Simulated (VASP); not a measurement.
# SiC (P6_3mc) in VASP: a series of runs, part 2 of 2

VASP 6.6.1. Earlier steps stand in the parts before.

### Step 3. Single point, PBEsol

This run uses another cell than the first one, of 9.86 Å³/atom, 1.008 times its volume.

File INCAR:

```
SYSTEM = SiC
ALGO = Normal
EDIFF = 1E-6
ENCUT = 520
GGA = PS
ISIF = 2
ISMEAR = 0
LASPH = .True.
LCHARG = .False.
LREAL = .False.
LWAVE = .False.
NBANDS = 26
NELM = 100
PREC = Accurate
SIGMA = 0.05
```

File KPOINTS:

```
k-points
0
Gamma
  12 12 4
  0 0 0
```

File POSCAR:

```
SiC
1.0
    3.0062000000      0.0000000000      0.0000000000
   -1.5031000000      2.6034455689      0.0000000000
    0.0000000000      0.0000000000     10.0758090153
Si C
4 4
Direct
    0.6666666667      0.3333333333      0.9378278494
    0.3333333333      0.6666666667      0.4378278494
    0.0000000000      0.0000000000      0.6878973398
    0.0000000000      0.0000000000      0.1878973398
    0.6666666667      0.3333333333      0.7498191768
    0.3333333333      0.6666666667      0.2498191768
    0.0000000000      0.0000000000      0.5004546340
    0.0000000000      0.0000000000      0.0004546340
```

Potentials or basis: VASP PAW PBE potentials, release 64 (Si, C).

The run is started by

```sh
cat potpaw_PBE.64/Si/POTCAR potpaw_PBE.64/C/POTCAR > POTCAR
mpirun -np 1 vasp_std > vasp.out
```

OUTCAR:

```text
SYSTEM = SiC
   EDIFF = 1E-6
   ENCUT = 520
   GGA = PS
   ISIF = 2
   ISMEAR = 0
   LASPH = .True.
   LREAL = .False.
   NELM = 100
   PREC = Accurate

 ion  position               nearest neighbor table
   1  0.667  0.333  0.938-   8 1.85   8 1.85   8 1.85   5 1.89   3 3.06   3 3.06   3 3.06   4 3.06
                             4 3.06   4 3.06
   2  0.333  0.667  0.438-   7 1.85   7 1.85   7 1.85   6 1.89   4 3.06   4 3.06   4 3.06   3 3.06
                             3 3.06   3 3.06
   3  0.000  0.000  0.688-   5 1.84   5 1.84   5 1.84   7 1.89   1 3.06   1 3.06   1 3.06   2 3.06
                             2 3.06   2 3.06
   4  0.000  0.000  0.188-   6 1.84   6 1.84   6 1.84   8 1.89   2 3.06   2 3.06   2 3.06   1 3.06
                             1 3.06   1 3.06
   5  0.667  0.333  0.750-   3 1.84   3 1.84   3 1.84   1 1.89
   6  0.333  0.667  0.250-   4 1.84   4 1.84   4 1.84   2 1.89
   7  0.000  0.000  0.500-   2 1.85   2 1.85   2 1.85   3 1.89
   8  0.000  0.000  0.000-   1 1.85   1 1.85   1 1.85   4 1.89

  LATTYP: Found a hexagonal cell.
 ALAT       =     3.0062000000
 C/A-ratio  =     3.3516762076

  Lattice vectors:

 A1 = (   3.0062000000,   0.0000000000,   0.0000000000)
[... 195 lines left out ...]
 cond. band min:      10.7203846715   @ k =   0.5000  -0.0000   0.0000
 fundamental gap:      1.9971506626
 Fermi energy:         8.9235623690

 k-point     1 :       0.0000    0.0000    0.0000
  band No.  band energies     occupation
      1      -7.2130      2.00000
      2      -6.0265      2.00000
      3      -5.9967      2.00000
      4      -3.6201      2.00000
      5      -0.3151      2.00000
      6       3.9956      2.00000
[... 685 lines left out ...]
     25      17.4887      0.00000
     26      18.2483      0.00000

 [... further k-points ...]
[... 5 lines left out ...]
  --------------------------------------------------------------------------------------
  -------------------------------------------------------------------------------------
  Total        8.3848588      8.3848588      1.1434403      0.0000000      0.0000000      0.0000000
  in kB      170.3570202    170.3570202     23.2315278      0.0000000      0.0000000      0.0000000
  external PRESSURE =     121.3151894 kB  Pullay stress =       0.0000000 kB

 VOLUME and BASIS-vectors are now :
 -----------------------------------------------------------------------------
  energy-cutoff  :      520.00
  volume of cell :       78.86
      direct lattice vectors                 reciprocal lattice vectors
     3.006200000  0.000000000  0.000000000     0.332645865  0.192053180  0.000000000
    -1.503100000  2.603445569  0.000000000     0.000000000  0.384106360  0.000000000
     0.000000000  0.000000000 10.075809015     0.000000000  0.000000000  0.099247614

 POSITION                                       TOTAL-FORCE (eV/Angst)
 -----------------------------------------------------------------------------------
      1.50310      0.86782      9.44937        -0.000000     -0.000000     -0.276572
     -0.00000      1.73563      4.41147         0.000000     -0.000000     -0.276572
      0.00000      0.00000      6.93112         0.000000     -0.000000     -0.289772
      0.00000      0.00000      1.89322        -0.000000     -0.000000     -0.289772
      1.50310      0.86782      7.55503         0.000000     -0.000000      0.296484
     -0.00000      1.73563      2.51713        -0.000000      0.000000      0.296484
      0.00000      0.00000      5.04249        -0.000000      0.000000      0.269860
      0.00000      0.00000      0.00458         0.000000     -0.000000      0.269860
 -----------------------------------------------------------------------------------
    total drift:                               -0.000000     -0.000000      0.000881

  FREE ENERGIE OF THE ION-ELECTRON SYSTEM (eV)
  ---------------------------------------------------
  free  energy   TOTEN  =       -63.4721198377 eV

  energy  without entropy=      -63.4721198377  energy(sigma->0) =      -63.47211984
```

It took 57 s on 1 thread of Intel Xeon Platinum 8559C (Emerald Rapids), shared host; peak memory 0.24 GiB.

Results:

```
Free energy            : -63.4721 eV
Pressure               : 12.1 GPa
Largest force          : 0.296 eV/Å
Band gap on the k mesh : 2.00 eV, indirect (least direct gap 3.21 eV)
```

Forces on the atoms (eV/Å):
```
Si   0.000  0.000 -0.277
Si   0.000  0.000 -0.277
Si   0.000  0.000 -0.290
Si   0.000  0.000 -0.290
C    0.000  0.000  0.296
C    0.000  0.000  0.296
C    0.000  0.000  0.270
C    0.000  0.000  0.270
```

Caveat: the PAW data sets were made with another functional, which shifts forces and pressure a little. A k mesh can miss the band edges.

### Step 4. Single point, PBEsol

This run uses another cell than the first one, of 9.89 Å³/atom, 1.011 times its volume.

File INCAR:

```
SYSTEM = SiC
PREC = Accurate ; ENCUT = 520
EDIFF = 1E-6 ; ISMEAR = 0
SIGMA = 0.05 ; LREAL = .FALSE.
LASPH = .TRUE. ; NELM = 80
ALGO = Normal ; ISIF = 2
LWAVE = .FALSE. ; LCHARG = .TRUE.
GGA = PS ; LELF = .TRUE.
LVHAR = .TRUE. ; NBANDS = 26
```

File KPOINTS:

```
Automatic mesh
0
G
  12 12 4
  0 0 0
```

POSCAR: that of step 3 with these lines changed.

```diff
@@ -2,5 +2,5 @@
 1.0
-    3.0062000000      0.0000000000      0.0000000000
-   -1.5031000000      2.6034455689      0.0000000000
-    0.0000000000      0.0000000000     10.0758090153
+    2.9344000000      0.0000000000      0.0000000000
+   -1.4672000000      2.5412649449      0.0000000000
+    0.0000000000      0.0000000000     10.6132000000
 Si C
```

The run is started by

```sh
cat potpaw_PBE.64/Si/POTCAR potpaw_PBE.64/C/POTCAR > POTCAR
mpirun -np 1 vasp_std > vasp.out
```

Run time: 58 s. Hardware: 1 thread of Intel Xeon Platinum 8559C (Emerald Rapids), shared host; peak memory 0.24 GiB.

It converged, with:

| Property | Result |
| --- | --- |
| Free energy | -62.5765 eV |
| Pressure | 14.3 GPa |
| Largest force | 0.871 eV/Å |
| Band gap on the k mesh | 1.51 eV, indirect (least direct gap 2.94 eV) |

Forces in eV/Å, atoms in the order of the input:
```
Si   0.000  0.000 -0.770
Si   0.000  0.000 -0.770
Si   0.000  0.000 -0.871
Si   0.000  0.000 -0.871
C    0.000  0.000  0.860
C    0.000  0.000  0.860
C    0.000  0.000  0.780
C    0.000  0.000  0.780
```

Stress tensor (GPa, compression positive):
```
 33.50   0.00   0.00
  0.00  33.50   0.00
  0.00   0.00 -24.20
```

Levels at points of the mesh, in eV from the valence-band top:
```tsv
k point	band 12	band 13	band 14	band 15	band 16	band 17	band 18	band 19	band 20	band 21
(0.00, 0.00, 0.00)	-0.48	-0.39	-0.39	0.00	0.00	4.13	6.79	6.97	7.41	7.81
(0.50, 0.00, 0.00)	-2.88	-2.36	-2.35	-2.11	-1.44	1.51	2.22	4.39	4.42	4.80
(0.00, 0.00, 0.50)	-0.70	-0.13	-0.13	-0.13	-0.13	5.74	5.74	6.94	6.94	7.88
(0.50, 0.00, 0.50)	-2.93	-2.85	-2.85	-1.74	-1.74	2.32	2.32	3.96	3.96	5.56
```

Caveat: the PAW data sets were made with another functional, which shifts forces and pressure a little. A hybrid or GW would open this gap; PBEsol tends to underestimate it.

### Step 5. Overview

| cell | gap on the mesh (eV) | pressure (GPa) | largest force (eV/Å) |
| --- | --- | --- | --- |
| a = 3.078, b = 3.078, c = 9.538 Å, angles 90.0, 90.0, 120.0°, 8 atoms | 1.86 | 14.8 | 1.00 |
| a = 3.006, b = 3.006, c = 10.076 Å, angles 90.0, 90.0, 120.0°, 8 atoms | 2.00 | 12.1 | 0.30 |
| a = 2.934, b = 2.934, c = 10.613 Å, angles 90.0, 90.0, 120.0°, 8 atoms | 1.51 | 14.3 | 0.87 |

Alike in all rows: task single point; level PBEsol; potentials or basis VASP PAW PBE potentials, release 64 (Si, C); no spin polarisation; k mesh 12 × 12 × 4; cutoff (eV) 520; smearing gaussian 0.05 eV.

Caveats: the PAW data sets were made with another functional, which shifts forces and pressure a little.

Total energies depend on the potentials used, so only differences within one code and one set of settings carry meaning.
